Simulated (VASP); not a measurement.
A run of VASP 6.6.1 is set up as follows.

POSCAR

```
Ca2C
1.0
    0.0000000000      3.1285803966      3.1285803966
    3.1285803966      0.0000000000      3.1285803966
    3.1285803966      3.1285803966      0.0000000000
C Ca
1 2
Direct
    0.0000000000      0.0000000000      0.0000000000
    0.2500000000      0.2500000000      0.2500000000
    0.7500000000      0.7500000000      0.7500000000
```

File INCAR.step1:

```
SYSTEM = Ca2C
ALGO     = Normal         ! electronic algorithm
EDIFF    = 1E-5           ! SCF threshold, eV
ENCUT    = 520            ! plane-wave cutoff, eV
GGA      = PE             ! functional
ISIF     = 2              ! what is computed and relaxed
ISMEAR   = 0              ! smearing method
LASPH    = .TRUE.         ! aspherical terms in the spheres
LREAL    = .FALSE.        ! projectors in reciprocal space
LWAVE    = .TRUE.         ! write WAVECAR
NBANDS   = 19             ! bands
NELM     = 100            ! most SCF steps
PREC     = Accurate       ! precision mode
SIGMA    = 0.01           ! smearing width, eV
```

INCAR.step2

```
SYSTEM = Ca2C
ALGO     = Normal         ! electronic algorithm
EDIFF    = 1E-7           ! SCF threshold, eV
ENCUT    = 520            ! plane-wave cutoff, eV
GGA      = PE             ! functional
HFSCREEN = 0.2079         ! screening, 1/A
ISIF     = 2              ! what is computed and relaxed
ISMEAR   = 0              ! smearing method
ISTART   = 1            
LASPH    = .TRUE.         ! aspherical terms in the spheres
LCHARG   = .TRUE.         ! write CHGCAR
LELF     = .TRUE.         ! ELF
LHFCALC  = .TRUE.         ! exact exchange
LREAL    = .FALSE.        ! projectors in reciprocal space
LVHAR    = .TRUE.       
LWAVE    = .FALSE.        ! write WAVECAR
NBANDS   = 19             ! bands
NELM     = 100            ! most SCF steps
PREC     = Accurate       ! precision mode
PRECFOCK = Normal       
SIGMA    = 0.01           ! smearing width, eV
```

KPOINTS

```
k-points
0
G
  4 4 4
  0 0 0
```

Potentials or basis: VASP PAW PBE potentials, release 64 (C, Ca_sv).

Launch:

```bash
$ cat potpaw_PBE.64/C/POTCAR potpaw_PBE.64/Ca_sv/POTCAR > POTCAR
$ cp INCAR.step1 INCAR
$ mpirun -np 1 vasp_std > vasp.out
$ cp INCAR.step2 INCAR
$ mpirun -np 1 vasp_std > vasp.out
```

**Question.** What does it give for the pressure?

**Answer.** 0.6 GPa.

**Question.** Estimate the band gap on the k mesh.

**Answer.** 0.82 eV.

Caveat: the k points lie up to 0.43 Å⁻¹ apart; the structure was generated, so it needn't be the stable form of Ca2C; the PAW data sets were made with another functional, which shifts forces and pressure a little. A k mesh can miss the band edges.
